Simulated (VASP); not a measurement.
# Mn3Si (Fm-3m) in VASP: single point with LDA

Aim: the single point of Mn3Si with LDA.

Program: VASP 6.6.1. These are calculated values, not measurements. Logs are shortened: lines on timing, memory, paths and dates and some standing lists are left out, and cuts for length are marked.

## 1. The cell of the first run

Symmetry: Fm-3m, No. 225, cubic system. The conventional cell has a = 5.722 Å, b = 5.722 Å, c = 5.722 Å, α = 90.00°, β = 90.00°, γ = 90.00°. Within 3.3 Å of Mn (site symmetry m-3m) lie 8 Mn at 2.48 Å and 6 Si at 2.86 Å. Within 3.3 Å of Mn (site symmetry -43m) lie 10 Mn at 2.48 to 2.86 Å and 4 Si at 2.48 Å. Within 3.3 Å of Si (site symmetry m-3m) lie 14 Mn at 2.48 to 2.86 Å.

## 2. Single point, LDA, collinear spin, ferrimagnetic start

INCAR

```
  PREC = Accurate
  ENCUT = 520
  EDIFF = 1E-6
  ISMEAR = -1
  SIGMA = 0.05
  LREAL = F
  LASPH = T
  NELM = 150
  ALGO = Normal
  ISIF = 2
  LWAVE = F
  LCHARG = F
  ISPIN = 2
  MAGMOM = 2.164 -0.612 -0.612 0
  LORBIT = 11
  NUPDOWN = 0.94
  LMAXMIX = 4
  NBANDS = 34
```

KPOINTS

```
Automatic mesh
0
Gamma
  10 10 10
```

POSCAR

```
Mn3Si
1.0
    0.0000000000      2.8610000000      2.8610000000
    2.8610000000      0.0000000000      2.8610000000
    2.8610000000      2.8610000000      0.0000000000
Mn Si
3 1
Direct
    0.5000000000      0.5000000000      0.5000000000
    0.2500000000      0.2500000000      0.2500000000
    0.7500000000      0.7500000000      0.7500000000
    0.0000000000      0.0000000000      0.0000000000
```

Potentials or basis: VASP PAW LDA potentials, release 64 (Mn_pv, Si).

Launch:

```console
cat potpaw_LDA.64/Mn_pv/POTCAR potpaw_LDA.64/Si/POTCAR > POTCAR
mpirun -np 1 vasp_std > vasp.out
```

OUTCAR:

```text
PREC = Accurate
   ENCUT = 520
   EDIFF = 1E-6
   ISMEAR = -1
   LREAL = F
   LASPH = T
   NELM = 150
   ISIF = 2
   ISPIN = 2
   LORBIT = 11
   NUPDOWN = 0.94

 ion  position               nearest neighbor table
   1  0.500  0.500  0.500-   2 2.48   2 2.48   2 2.48   3 2.48   3 2.48   3 2.48   3 2.48   2 2.48
                             4 2.86   4 2.86   4 2.86   4 2.86   4 2.86   4 2.86
   2  0.250  0.250  0.250-   4 2.48   4 2.48   4 2.48   1 2.48   1 2.48   1 2.48   4 2.48   1 2.48
                             3 2.86   3 2.86   3 2.86   3 2.86   3 2.86   3 2.86
   3  0.750  0.750  0.750-   1 2.48   1 2.48   1 2.48   4 2.48   4 2.48   4 2.48   4 2.48   1 2.48
                             2 2.86   2 2.86   2 2.86   2 2.86   2 2.86   2 2.86
   4  0.000  0.000  0.000-   3 2.48   3 2.48   3 2.48   2 2.48   2 2.48   2 2.48   3 2.48   2 2.48
                             1 2.86   1 2.86   1 2.86   1 2.86   1 2.86   1 2.86

  LATTYP: Found a face centered cubic cell.
 ALAT       =     5.7220000000

  Lattice vectors:

 A1 = (   0.0000000000,   2.8610000000,   2.8610000000)
 A2 = (   2.8610000000,   0.0000000000,   2.8610000000)
 A3 = (   2.8610000000,   2.8610000000,   0.0000000000)

Analysis of symmetry for initial positions (statically):
=====================================================================
 Subroutine PRICEL returns:
 Original cell was already a primitive cell.

 Routine SETGRP: Setting up the symmetry group for a
 face centered cubic supercell.

 Subroutine GETGRP returns: Found 48 space group operations
 (whereof 48 operations were pure point group operations)
 out of a pool of 48 trial point group operations.

The static configuration has the point symmetry O_h .

Analysis of symmetry for dynamics (positions and initial velocities):
=====================================================================
 Subroutine PRICEL returns:
 Original cell was already a primitive cell.

 Routine SETGRP: Setting up the symmetry group for a
 face centered cubic supercell.

 Subroutine GETGRP returns: Found 48 space group operations
 (whereof 48 operations were pure point group operations)
 out of a pool of 48 trial point group operations.

The dynamic configuration has the point symmetry O_h .

Analysis of structural, dynamic, and magnetic symmetry:
=====================================================================
 Subroutine PRICEL returns:
 Original cell was already a primitive cell.

 Routine SETGRP: Setting up the symmetry group for a
 face centered cubic supercell.

 Subroutine GETGRP returns: Found 48 space group operations
 (whereof 48 operations were pure point group operations)
 out of a pool of 48 trial point group operations.

The overall configuration has the point symmetry O_h .

[... 133 lines left out ...]
 spin polarized calculation
  energy-cutoff  :      520.00
  volume of cell :       46.84
 maximum number of plane-waves:      1295
   NGX = 15   NGY = 15   NGZ = 15

 number of electron      43.0000044 magnetization       0.9400000

 Free energy of the ion-electron system (eV)
  ---------------------------------------------------
  ext. energy  EPLUGINS =         0.00000000
  ---------------------------------------------------
  free energy    TOTEN  =       -37.24191400 eV

  energy without entropy =      -37.20817432  energy(sigma->0) =      -37.22504416

 E-fermi :  10.4397     XC(G=0): -13.3975

 val. band max:       10.3906410415   @ k =   0.5000   0.4000   0.0000
 cond. band min:      10.0730724907   @ k =   0.5000   0.2000   0.1000
 fundamental gap:     -0.3175685509
 Fermi energy:        10.0652143495

 spin component 1

 k-point     1 :       0.0000    0.0000    0.0000
  band No.  band energies     occupation
      1     -38.5882      1.00000
      2     -38.5882      1.00000
      3     -38.5882      1.00000
      4     -36.9647      1.00000
      5     -36.9647      1.00000
      6     -36.9647      1.00000
[... 853 lines left out ...]
     32      18.9775      0.00000
     33      20.6206      0.00000

 [... further k-points ...]

 spin component 2

 k-point     1 :       0.0000    0.0000    0.0000
  band No.  band energies     occupation
      1     -37.6103      1.00000
      2     -37.6103      1.00000
      3     -37.6103      1.00000
      4     -37.5471      1.00000
      5     -37.5471      1.00000
      6     -37.5471      1.00000
[... 853 lines left out ...]
     32      18.9654      0.00000
     33      20.7533      0.00000

 [... further k-points ...]

 [bands above 33 left out]

------------------------ aborting loop because EDIFF is reached ----------------------------------------

  FORCE on cell =-STRESS in cart. coord.  units (eV):
  Direction    XX          YY          ZZ          XY          YZ          ZX
  --------------------------------------------------------------------------------------
  -------------------------------------------------------------------------------------
  Total       -7.0489095     -7.0489095     -7.0489095     -0.0000000      0.0000000     -0.0000000
  in kB     -241.1287246   -241.1287246   -241.1287246     -0.0000000      0.0000000     -0.0000000
  external PRESSURE =    -241.1287246 kB  Pullay stress =       0.0000000 kB

 VOLUME and BASIS-vectors are now :
 -----------------------------------------------------------------------------
  energy-cutoff  :      520.00
  volume of cell :       46.84
      direct lattice vectors                 reciprocal lattice vectors
     0.000000000  2.861000000  2.861000000    -0.174764069  0.174764069  0.174764069
     2.861000000  0.000000000  2.861000000     0.174764069 -0.174764069  0.174764069
     2.861000000  2.861000000  0.000000000     0.174764069  0.174764069 -0.174764069

 POSITION                                       TOTAL-FORCE (eV/Angst)
 -----------------------------------------------------------------------------------
      2.86100      2.86100      2.86100         0.000000      0.000000      0.000000
      1.43050      1.43050      1.43050        -0.000000     -0.000000     -0.000000
      4.29150      4.29150      4.29150         0.000000      0.000000      0.000000
      0.00000      0.00000      0.00000         0.000000      0.000000      0.000000
 -----------------------------------------------------------------------------------
    total drift:                                0.000000     -0.000000      0.000000

  FREE ENERGIE OF THE ION-ELECTRON SYSTEM (eV)
  ---------------------------------------------------
  free  energy   TOTEN  =       -37.2419140036 eV

  energy  without entropy=      -37.2081743172  energy(sigma->0) =      -37.22504416

 total charge

# of ion       s       p       d       tot
------------------------------------------
    1        0.375   6.346   5.102  11.823
    2        0.335   6.344   5.242  11.921
    3        0.335   6.344   5.242  11.921
    4        0.726   0.890   0.000   1.616
--------------------------------------------------
tot          1.771  19.925  15.586  37.281

 magnetization (x)

# of ion       s       p       d       tot
------------------------------------------
    1        0.019   0.020   2.210   2.248
    2       -0.004  -0.011  -0.671  -0.687
    3       -0.004  -0.011  -0.671  -0.687
    4        0.019   0.017   0.000   0.036
--------------------------------------------------
tot          0.029   0.014   0.868   0.911
```

OSZICAR:

```text
N       E                     dE             d eps       ncg     rms          rms(c)
DAV:   1     0.486042462858E+03    0.48604E+03   -0.23348E+04  6472   0.161E+03
DAV:   2    -0.141639120239E+02   -0.50021E+03   -0.47700E+03  6394   0.470E+02
DAV:   3    -0.421905179507E+02   -0.28027E+02   -0.27023E+02  6938   0.127E+02
[... 11 lines left out ...]
DAV:  15    -0.372418987932E+02   -0.16863E-03   -0.18474E-03  6864   0.357E-01    0.132E-01
DAV:  16    -0.372419192165E+02   -0.20423E-04   -0.23986E-04  6696   0.142E-01    0.427E-02
DAV:  17    -0.372419117885E+02    0.74280E-05   -0.36269E-05  6738   0.485E-02    0.295E-02
DAV:  18    -0.372419132408E+02   -0.14523E-05   -0.57301E-06  5900   0.215E-02    0.164E-02
DAV:  19    -0.372419138932E+02   -0.65235E-06   -0.12607E-05  6632   0.292E-02    0.723E-03
DAV:  20    -0.372419140036E+02   -0.11042E-06   -0.16518E-06  4166   0.128E-02
   1 F= -.37241914E+02 E0= -.37225044E+02  d E =-.337397E-01  mag=     0.9400
```

stdout:

```text
POSCAR found type information on POSCAR MnSi
 POSCAR found :  2 types and       4 ions
 scaLAPACK will be used
 LDA part: xc-table for (Slater(with rela. corr.)+CA(PZ))
 , standard interpolation
 POSCAR, INCAR and KPOINTS ok, starting setup
 FFT: planning ... GRIDC
 FFT: planning ... GRID_SOFT
 FFT: planning ... GRID
 WAVECAR not read
 entering main loop
```

Run time: 4.6 min. Hardware: 1 thread of AMD EPYC 7R13, shared host; peak memory 0.2 GiB.

What came out:

| Quantity | Value |
| --- | --- |
| Free energy | -37.2419 eV |
| Pressure | -24.1 GPa |
| Net moment | 0.94 μB per cell |
| Site moments | Mn +2.25, -0.69 (each value once); Si +0.04 μB |
| Valence electrons inside the program's atomic spheres | Mn 11.82, 11.92 (each value once); Si 1.62 |

Caveat: the cell stands under tension; the total moment is fixed, so each spin has its own Fermi level.
